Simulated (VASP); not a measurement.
# TiAl (P-6m2) in VASP: further runs

Runs on TiAl. Level: PBE. Tasks: single point.

All numbers are computed with VASP 6.6.1; they aren't measurements. Logs are shortened: lines on timing, memory, paths and dates and some standing lists are left out, and cuts for length are marked.

### Step 1. The cell of the first run

It takes space group P-6m2 (No. 187, hexagonal). The conventional cell has a = 2.881 Å, b = 2.881 Å, c = 4.648 Å, α = 90.00°, β = 90.00°, γ = 120.00°. Within 3.8 Å of Ti (site symmetry -6m2) lie 6 Al at 2.86 Å and 6 Ti at 2.88 Å. Within 3.8 Å of Al (site symmetry -6m2) lie 6 Ti at 2.86 Å and 6 Al at 2.88 Å.

### Step 2. Single point, PBE

Contents of INCAR:

```
PREC = Accurate
ENCUT = 520
EDIFF = 1E-6
ISMEAR = 0
SIGMA = 0.15
LREAL = False
LASPH = True
NELM = 80
ALGO = Fast
ISIF = 2
LWAVE = False
LCHARG = False
GGA = PE
NBANDS = 14
```

Contents of KPOINTS:

```
regular mesh
0
Gamma
  18 18 10
```

Contents of POSCAR:

```
TiAl
1.0
    2.8809683428      0.0000000000      0.0000000000
   -1.4404841714      2.4949917724      0.0000000000
    0.0000000000      0.0000000000      4.6484095146
Ti Al
1 1
Direct
    0.0000000000      0.0000000000      0.0000000000
    0.3333333333      0.6666666667      0.5000000000
```

Potentials or basis: VASP PAW PBE potentials, release 64 (Ti_sv, Al).

Started as:

```
$ cat potpaw_PBE.64/Ti_sv/POTCAR potpaw_PBE.64/Al/POTCAR > POTCAR
$ mpirun -np 1 vasp_std > vasp.out
```

OUTCAR:

```text
PREC = Accurate
   ENCUT = 520
   EDIFF = 1E-6
   ISMEAR = 0
   LREAL = False
   LASPH = True
   NELM = 80
   ISIF = 2
   GGA = PE

 ion  position               nearest neighbor table
   1  0.000  0.000  0.000-   2 2.86   2 2.86   2 2.86   2 2.86   2 2.86   2 2.86
   2  0.333  0.667  0.500-   1 2.86   1 2.86   1 2.86   1 2.86   1 2.86   1 2.86

  LATTYP: Found a hexagonal cell.
 ALAT       =     2.8809683428
 C/A-ratio  =     1.6134885780

  Lattice vectors:

 A1 = (   2.8809683428,   0.0000000000,   0.0000000000)
 A2 = (  -1.4404841714,   2.4949917724,   0.0000000000)
 A3 = (   0.0000000000,   0.0000000000,   4.6484095146)

Analysis of symmetry for initial positions (statically):
=====================================================================
 Subroutine PRICEL returns:
 Original cell was already a primitive cell.

 Routine SETGRP: Setting up the symmetry group for a
 hexagonal supercell.

 Subroutine GETGRP returns: Found 12 space group operations
 (whereof 12 operations were pure point group operations)
 out of a pool of 24 trial point group operations.

The static configuration has the point symmetry D_3h.

Analysis of symmetry for dynamics (positions and initial velocities):
=====================================================================
 Subroutine PRICEL returns:
 Original cell was already a primitive cell.

 Routine SETGRP: Setting up the symmetry group for a
 hexagonal supercell.

 Subroutine GETGRP returns: Found 12 space group operations
 (whereof 12 operations were pure point group operations)
 out of a pool of 24 trial point group operations.

The dynamic configuration has the point symmetry D_3h.

 Subroutine INISYM returns: Found 12 space group operations
 (whereof 12 operations are pure point group operations),
 and found     1 'primitive' translations

----------------------------------------------------------------------------------------

                                     Primitive cell

  volume of cell :      33.4127

  direct lattice vectors                    reciprocal lattice vectors
     2.880968343  0.000000000  0.000000000     0.347105515  0.200401462  0.000000000
    -1.440484171  2.494991772  0.000000000     0.000000000  0.400802925  0.000000000
     0.000000000  0.000000000  4.648409515     0.000000000  0.000000000  0.215127346

  length of vectors
     2.880968343  2.880968343  4.648409515     0.400802925  0.400802925  0.215127346

  position of ions in fractional coordinates (direct lattice)
     0.000000000  0.000000000  0.000000000
     0.333333333  0.666666667  0.500000000

  ion indices of the primitive-cell ions
   primitive index   ion index
                 1           1
                 2           2

----------------------------------------------------------------------------------------

 KPOINTS: regular mesh

Automatic generation of k-mesh.
 Grid dimensions read from file:
 generate k-points for:   18   18   10

 Generating k-lattice:

  Cartesian coordinates                     Fractional coordinates (reciprocal lattice)
     0.019283640  0.011133415  0.000000000     0.055555556  0.000000000  0.000000000
     0.000000000  0.022266829  0.000000000     0.000000000  0.055555556  0.000000000
     0.000000000  0.000000000  0.021512735     0.000000000  0.000000000  0.100000000

  Length of vectors
     0.022266829  0.022266829  0.021512735

  Shift w.r.t. Gamma in fractional coordinates (k-lattice)
     0.000000000  0.000000000  0.000000000

 Subroutine IBZKPT returns following result:
 ===========================================

 Found    222 irreducible k-points:

 Following reciprocal coordinates:
            Coordinates               Weight
  0.000000  0.000000  0.000000      1.000000
  0.055556  0.000000  0.000000      6.000000
  0.111111  0.000000  0.000000      6.000000
  0.166667  0.000000  0.000000      6.000000
  0.222222  0.000000  0.000000      6.000000
  0.277778  0.000000  0.000000      6.000000
[... 16 lines left out ...]
  0.333333  0.111111  0.000000     12.000000
  0.388889  0.111111  0.000000     12.000000
 [... further k-points ...]
   k-points           NKPTS =    222   k-points in BZ     NKDIM =    222   number of bands    NBANDS=     14
   number of dos      NEDOS =    301   number of ions     NIONS =      2
   total plane-waves  NPLWV =  20736
   dimension x,y,z NGX =    24 NGY =   24 NGZ =   36
   dimension x,y,z NGXF=    48 NGYF=   48 NGZF=   72
   ions per type =               1   1
   NGX,Y,Z   is equivalent  to a cutoff of  13.85, 13.85, 12.88 a.u.
   NGXF,Y,Z  is equivalent  to a cutoff of  27.70, 27.70, 25.75 a.u.
 SYSTEM =  unknown system
   PREC   = accura    normal or accurate (medium, high low for compatibility)
   ISTART =      0    job   : 0-new  1-cont  2-samecut
   ICHARG =      2    charge: 1-file 2-atom 10-const
   ISPIN  =      1    spin polarized calculation?
   LNONCOLLINEAR =      F non collinear calculations
   LSORBIT =      F    spin-orbit coupling
   LASPH  =      T    aspherical Exc in radial PAW
   ENCUT  =  520.0 eV  38.22 Ry    6.18 a.u.   5.36  5.36  8.64*2*pi/ulx,y,z
   NELM   =     80;   NELMIN=  2; NELMDL= -5     # of ELM steps
   EDIFF  = 0.1E-05   stopping-criterion for ELM
   LREAL  =      F    real-space projection
   EDIFFG = 0.1E-04   stopping-criterion for IOM
   NSW    =      0    number of steps for IOM
   IBRION =     -1    ionic relax: 0-MD 1-quasi-New 2-CG
   NFREE  =      0    steps in history (QN), initial steepest desc. (CG)
   ISIF   =      2    stress and relaxation
   ISYM   =      2    0-nonsym 1-usesym 2-fastsym
   POTIM  = 0.5000    time-step for ionic-motion
   TEBEG  =    0.0;   TEEND  =   0.0 temperature during run
   PSTRESS=    0.0 pullay stress
   NELECT =      15.0000    total number of electrons
   NUPDOWN=      -1.0000    fix difference up-down
   EMIN   =  10.00;   EMAX   =-10.00  energy-range for DOS
   EFERMI =   0.00;   METHOD = LEGACY
   ISMEAR =     0;   SIGMA  =   0.15  broadening in eV -4-tet -1-fermi 0-gaus
   EFERMI_NEDOS =   21; number of points for ismear=-14 and -15
   IALGO  =     68    algorithm
   IMIX   =      4    mixing-type and parameters
     AMIX     =   0.40;   BMIX     =  1.00
     AMIX_MAG =   1.60;   BMIX_MAG =  1.00
  volume/ion in A,a.u.               =      16.71       112.74
  Fermi-wavevector in a.u.,A,eV,Ry     =   1.253530  2.368827 21.379330  1.571336
  Thomas-Fermi vector in A             =   2.387378
   LORBIT       =      0    0 simple, 1 ext, 2 COOP (PROOUT), +10 PAW based schemes
   GGA     = PE    functional components
   LHFCALC =     F    Hartree Fock is set to
   AEXX    =    0.0000 exact exchange contribution
   IVDW    =     0    specifies the selected vdW correction
   LEPSILON=     F    determine dielectric tensor
   LRPA    =     F    only Hartree local field effects (RPA)
 non-spin polarized calculation
 RMM-DIIS sequential band-by-band and
 Gauss-broadening in eV      SIGMA  =   0.15
  energy-cutoff  :      520.00
  volume of cell :       33.41
 maximum number of plane-waves:       923
 NGX is ok and might be reduce to    24
   NGX = 11   NGY = 11   NGZ = 17

 number of electron      15.0000001 magnetization

 Free energy of the ion-electron system (eV)
  ---------------------------------------------------
  ext. energy  EPLUGINS =         0.00000000
  ---------------------------------------------------
  free energy    TOTEN  =       -12.09820070 eV

  energy without entropy =      -12.06963115  energy(sigma->0) =      -12.08391592

 E-fermi :   7.8252     XC(G=0): -10.9193

 val. band max:        7.8252140743   @ k =   0.2778   0.1111   0.3000
 cond. band min:       7.8265769645   @ k =   0.1667   0.0000   0.5000
 fundamental gap:      0.0013628903
 Fermi energy:         7.8252231895

 k-point     1 :       0.0000    0.0000    0.0000
  band No.  band energies     occupation
      1     -48.7148      2.00000
      2     -25.0333      2.00000
      3     -24.6303      2.00000
      4     -24.6303      2.00000
      5      -1.0681      2.00000
      6       5.5769      2.00000
      7       6.0777      2.00000
      8       9.0901      0.00000
      9       9.0901      0.00000
     10      10.5469      0.00000
     11      10.5469      0.00000
     12      11.8299      0.00000
     13      20.5787      0.00000
     14      20.5787      0.00000

 k-point     2 :       0.0556    0.0000    0.0000
  band No.  band energies     occupation
      1     -48.7121      2.00000
      2     -25.0306      2.00000
      3     -24.6474      2.00000
      4     -24.6342      2.00000
      5      -0.9919      2.00000
      6       5.6593      2.00000
      7       6.0855      2.00000
      8       9.0163      0.00000
      9       9.1514      0.00000
     10      10.5258      0.00000
     11      10.5669      0.00000
     12      11.8467      0.00000
     13      19.2819      0.00000
     14      19.8106      0.00000

 k-point     3 :       0.1111    0.0000    0.0000
  band No.  band energies     occupation
      1     -48.7044      2.00000
      2     -25.0229      2.00000
      3     -24.6963      2.00000
      4     -24.6453      2.00000
      5      -0.7647      2.00000
      6       5.8960      2.00000
      7       6.1081      2.00000
      8       8.8138      0.00000
      9       9.3320      0.00000
     10      10.4655      0.00000
     11      10.6293      0.00000
     12      11.8937      0.00000
     13      17.4565      0.00000
     14      18.8912      0.00000
[... 324 lines left out ...]
 k-point    23 :       0.3333    0.1111    0.0000
  band No.  band energies     occupation
      1     -48.6326      2.00000
      2     -25.1040      2.00000
      3     -24.9513      2.00000
      4     -24.7796      2.00000
      5       2.6488      2.00000
      6       6.4025      2.00000
      7       6.6228      2.00000
      8       7.3511      1.99999
      9       9.5102      0.00000
     10      10.6543      0.00000
     11      11.8458      0.00000
     12      12.1593      0.00000
     13      13.1656      0.00000
     14      14.1147      0.00000

 k-point    24 :       0.3889    0.1111    0.0000
  band No.  band energies     occupation
      1     -48.6253      2.00000
      2     -25.1440      2.00000
      3     -24.9440      2.00000
      4     -24.7936      2.00000
      5       3.6060      2.00000
      6       5.8434      2.00000
      7       6.4484      2.00000
      8       7.0747      2.00000
      9       9.3920      0.00000
     10      10.8852      0.00000
     11      11.8342      0.00000
     12      12.4899      0.00000
     13      13.3186      0.00000
     14      14.2625      0.00000

 [... further k-points ...]

------------------------ aborting loop because EDIFF is reached ----------------------------------------

  FORCE on cell =-STRESS in cart. coord.  units (eV):
  Direction    XX          YY          ZZ          XY          YZ          ZX
  --------------------------------------------------------------------------------------
  -------------------------------------------------------------------------------------
  Total       -0.0104133     -0.0104133     -0.0209615      0.0000000      0.0000000      0.0000000
  in kB       -0.4993288     -0.4993288     -1.0051289      0.0000000      0.0000000      0.0000000
  external PRESSURE =      -0.6679288 kB  Pullay stress =       0.0000000 kB

 VOLUME and BASIS-vectors are now :
 -----------------------------------------------------------------------------
  energy-cutoff  :      520.00
  volume of cell :       33.41
      direct lattice vectors                 reciprocal lattice vectors
     2.880968343  0.000000000  0.000000000     0.347105515  0.200401462  0.000000000
    -1.440484171  2.494991772  0.000000000     0.000000000  0.400802925  0.000000000
     0.000000000  0.000000000  4.648409515     0.000000000  0.000000000  0.215127346

 POSITION                                       TOTAL-FORCE (eV/Angst)
 -----------------------------------------------------------------------------------
      0.00000      0.00000      0.00000        -0.000000      0.000000      0.000000
     -0.00000      1.66333      2.32420         0.000000     -0.000000      0.000000
 -----------------------------------------------------------------------------------
    total drift:                                0.000000     -0.000000      0.000000

  FREE ENERGIE OF THE ION-ELECTRON SYSTEM (eV)
  ---------------------------------------------------
  free  energy   TOTEN  =       -12.0982006975 eV

  energy  without entropy=      -12.0696311473  energy(sigma->0) =      -12.08391592
```

It took 2.2 min on 1 thread of Intel Xeon Platinum 8375C at 2.90GHz (Ice Lake), shared host; peak memory 0.24 GiB.

Results:

* Free energy: -12.0982 eV
* Pressure: -0.1 GPa

### Step 3. Single point, PBE

This run uses another cell than the first one, of 16.65 Å³/atom, 0.997 times its volume.

Contents of INCAR:

```
PREC = Accurate ; ENCUT = 500
EDIFF = 1E-6 ; ISMEAR = 0
SIGMA = 0.1 ; LREAL = False
LASPH = True ; NELM = 120
ALGO = Normal ; ISIF = 2
LWAVE = False ; LCHARG = False
GGA = PE ; NBANDS = 14
GGA_COMPAT = False
```

Contents of KPOINTS:

```
Automatic mesh
0
Gamma
  9 9 4
```

Contents of POSCAR:

```
TiAl
1.0
    2.8672622327      0.0000000000      0.0000000000
   -1.4336311163      2.4831219328      0.0000000000
    0.0000000000      0.0000000000      4.6780830000
Ti Al
1 1
Direct
    0.0000000000      0.0000000000      0.0000000000
    0.3333333300      0.6666666700      0.5000000000
```

Potentials or basis: VASP PAW PBE potentials, release 64 (Ti_sv, Al).

Started as:

```
$ cat potpaw_PBE.64/Ti_sv/POTCAR potpaw_PBE.64/Al/POTCAR > POTCAR
$ mpirun -np 1 vasp_std > vasp.out
```

OUTCAR:

```text
PREC = Accurate
   ENCUT = 500
   EDIFF = 1E-6
   ISMEAR = 0
   LREAL = False
   LASPH = True
   NELM = 120
   ISIF = 2
   GGA = PE

 ion  position               nearest neighbor table
   1  0.000  0.000  0.000-   2 2.87   2 2.87   2 2.87   2 2.87   2 2.87   2 2.87
   2  0.333  0.667  0.500-   1 2.87   1 2.87   1 2.87   1 2.87   1 2.87   1 2.87

  LATTYP: Found a hexagonal cell.
 ALAT       =     2.8672622327
 C/A-ratio  =     1.6315504549

  Lattice vectors:

 A1 = (   2.8672622327,   0.0000000000,   0.0000000000)
[... 585 lines left out ...]
      8       7.2914      2.00000
      9       7.8862      1.11077
     10      10.3743      0.00000
     11      10.5806      0.00000
     12      11.2294      0.00000
     13      14.6713      0.00000
     14      14.6885      0.00000

 [... further k-points ...]
[... 5 lines left out ...]
  --------------------------------------------------------------------------------------
  -------------------------------------------------------------------------------------
  Total        0.1052824      0.1052824     -0.1001764      0.0000000     -0.0000000      0.0000000
  in kB        5.0644595      5.0644595     -4.8188396      0.0000000     -0.0000000      0.0000000
  external PRESSURE =       1.7700265 kB  Pullay stress =       0.0000000 kB

 VOLUME and BASIS-vectors are now :
 -----------------------------------------------------------------------------
  energy-cutoff  :      500.00
  volume of cell :       33.31
      direct lattice vectors                 reciprocal lattice vectors
     2.867262233  0.000000000  0.000000000     0.348764751  0.201359423  0.000000000
    -1.433631116  2.483121933  0.000000000     0.000000000  0.402718846  0.000000000
     0.000000000  0.000000000  4.678083000     0.000000000  0.000000000  0.213762774

 POSITION                                       TOTAL-FORCE (eV/Angst)
 -----------------------------------------------------------------------------------
      0.00000      0.00000      0.00000         0.000000     -0.000000      0.000000
     -0.00000      1.65541      2.33904         0.000000      0.000000      0.000000
 -----------------------------------------------------------------------------------
    total drift:                               -0.000000      0.000000      0.000000

  FREE ENERGIE OF THE ION-ELECTRON SYSTEM (eV)
  ---------------------------------------------------
  free  energy   TOTEN  =       -12.0935359698 eV

  energy  without entropy=      -12.0800429191  energy(sigma->0) =      -12.08678944
```

stdout:

```text
POSCAR found type information on POSCAR TiAl
 POSCAR found :  2 types and       2 ions
 scaLAPACK will be used
 LDA part: xc-table for (Slater+PW92), standard interpolation
 POSCAR, INCAR and KPOINTS ok, starting setup
 FFT: planning ... GRIDC
 FFT: planning ... GRID_SOFT
 FFT: planning ... GRID
 WAVECAR not read
 entering main loop
```

It took 12 s on 1 thread of Intel Xeon 8259CL, shared host; peak memory 0.16 GiB.

Results:

| Quantity | Value |
| --- | --- |
| Free energy | -12.0935 eV |
| Pressure | 0.2 GPa |

### Step 4. Single point, PBE

Contents of INCAR:

```
  PREC = Accurate
  ENCUT = 500
  EDIFF = 1E-6
  ISMEAR = 0
  SIGMA = 0.1
  LREAL = False
  LASPH = True
  NELM = 120
  ALGO = Normal
  ISIF = 2
  LWAVE = False
  LCHARG = True
  GGA = PE
  LELF = True
  LVHAR = True
  NBANDS = 14
  GGA_COMPAT = False
```

Contents of KPOINTS:

```
Automatic mesh
0
Gamma
  18 18 10
```

Contents of POSCAR:

```
TiAl
1.0
    2.8809683428      0.0000000000      0.0000000000
   -1.4404841714      2.4949917724      0.0000000000
    0.0000000000      0.0000000000      4.6484095146
Ti Al
1 1
Direct
    0.0000000000      0.0000000000      0.0000000000
    0.3333333333      0.6666666667      0.5000000000
```

Started as:

```
$ cat potpaw_PBE.64/Ti_sv/POTCAR potpaw_PBE.64/Al/POTCAR > POTCAR
$ mpirun -np 1 vasp_std > vasp.out
```

Wall time 70 s (1 thread of Intel Xeon 8259CL, shared host); peak memory 0.23 GiB.

The run converged. Its results:

| Property | Result |
| --- | --- |
| Free energy | -12.0901 eV |
| Pressure | 0.0 GPa |

Levels at points of the mesh, in eV from the Fermi level:
| k point | band 3 | band 4 | band 5 | band 6 | band 7 | band 8 | band 9 | band 10 | band 11 | band 12 |
| --- | --- | --- | --- | --- | --- | --- | --- | --- | --- | --- |
| (0.00, 0.00, 0.00) | -32.45 | -32.45 | -8.89 | -2.24 | -1.74 | 1.27 | 1.27 | 2.73 | 2.73 | 4.01 |
| (0.50, 0.00, 0.00) | -32.77 | -32.58 | -3.70 | -2.84 | -1.50 | -0.95 | 2.07 | 3.89 | 4.04 | 4.19 |
| (0.00, 0.00, 0.50) | -32.45 | -32.45 | -7.97 | -5.24 | -0.37 | 1.28 | 1.28 | 2.65 | 2.65 | 6.95 |
| (0.50, 0.00, 0.50) | -32.77 | -32.58 | -3.65 | -2.39 | -1.80 | 0.51 | 0.97 | 1.86 | 3.00 | 3.89 |

### Step 5. The runs side by side

```tsv
cell	k mesh	cutoff (eV)	smearing	gap on the mesh (eV)	pressure (GPa)
a = 2.881, b = 2.881, c = 4.648 Å, angles 90.0, 90.0, 120.0°, 2 atoms	18 × 18 × 10	520	gaussian 0.15 eV	none	-0.1
a = 2.867, b = 2.867, c = 4.678 Å, angles 90.0, 90.0, 120.0°, 2 atoms	9 × 9 × 4	500	gaussian 0.1 eV	none	0.2
a = 2.881, b = 2.881, c = 4.648 Å, angles 90.0, 90.0, 120.0°, 2 atoms	18 × 18 × 10	500	gaussian 0.1 eV	none	0.0
```

Alike in all rows: task single point; level PBE; potentials or basis VASP PAW PBE potentials, release 64 (Ti_sv, Al); no spin polarisation.

Absolute energies hang on the potentials; compare differences alone.
